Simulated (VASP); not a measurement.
Wanted: the native input for a VASP 6.6.1 run.

| Item | Value |
| --- | --- |
| Task | single point |
| Functional | RPBE |
| Dispersion | D3(BJ) |
| Potentials or basis | VASP PAW PBE potentials, release 64 (Al, N) |
| Cutoff | 520 eV |
| k mesh | 10 × 10 × 6 |
| Occupations | fermi-dirac, width 0.05 eV |
| Spin | no spin polarisation |
| Dipole correction | no |
| Further INCAR settings | ALGO = Normal; EDIFF = 1e-07; NBANDS = 16 |

The structure of AlN lies in POSCAR:

```
AlN
1.0
    3.1130000000      0.0000000000      0.0000000000
   -1.5565000000      2.6959370820      0.0000000000
    0.0000000000      0.0000000000      4.9810000000
Al N
2 2
Direct
    0.6666666667      0.3333333333      0.5000000000
    0.3333333333      0.6666666667      0.0000000000
    0.6666666667      0.3333333333      0.8800000000
    0.3333333333      0.6666666667      0.3800000000
```

The input as run:

INCAR

```
PREC = Accurate ; ENCUT = 520
EDIFF = 1E-7 ; ISMEAR = -1
SIGMA = 0.05 ; LREAL = False
LASPH = True ; NELM = 80
ALGO = Normal ; ISIF = 2
LWAVE = False ; LCHARG = False
GGA = RP ; IVDW = 12
NBANDS = 16
```

KPOINTS

```
regular mesh
0
Gamma
  10 10 6
```

Potentials or basis: VASP PAW PBE potentials, release 64 (Al, N).

The run is started by

```bash
$ cat potpaw_PBE.64/Al/POTCAR potpaw_PBE.64/N/POTCAR > POTCAR
$ mpirun -np 1 vasp_std > vasp.out
```

Results of the run:

| Item | Value |
| --- | --- |
| Pressure | -14.3 GPa |
| Largest force | 0.151 eV/Å |
| Band gap on the k mesh | 4.27 eV, direct |
| Dispersion energy per atom | -1.126 eV |

Caveat: the PAW data sets were made with another functional, which shifts forces and pressure a little.

Wall time 18 s on 1 thread of AMD EPYC 9R45 96-Core Processor (Zen 5) (shared host), peak memory 0.15 GiB.
